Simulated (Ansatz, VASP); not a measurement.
**Two plane-wave programs on MnAs**

```
CELL_PARAMETERS angstrom
0.00000 2.53920 2.53920
2.53920 0.00000 2.53920
2.53920 2.53920 0.00000
ATOMIC_POSITIONS crystal
Mn 0.00000 0.00000 0.00000
As 0.50000 0.50000 0.50000
```

Change from the starting cell: volume scaled by 0.95, PAW files.

Alike in both runs: task electric field gradients; functional PBE; k mesh 12 × 12 × 12; occupations fermi-dirac, width 0.08 eV; collinear spin.

```csv
,VASP,Ansatz
version,VASP 6.6.1,Ansatz 0.2.0
potentials or method,"VASP PAW PBE potentials, release 64 (Mn_pv, As)","PAW with Ansatz's default frozen-core files, scalar-relativistic"
plane-wave cutoff (eV),520,420
valence electrons in the cell,18,30
```

```csv
,VASP,Ansatz,Ansatz less VASP
pressure (GPa),4.3,4.2,-0.16
net moment per atom (μB),1.77,1.77,+0.004
size of the moment on the site where the two differ most (μB),3.49,3.42,-0.069
```

Site moments also hang on the region over which each program counts them. VASP's potentials hold 18 valence electrons a cell and Ansatz's 30, so a difference there can come from the potentials and not from the codes.
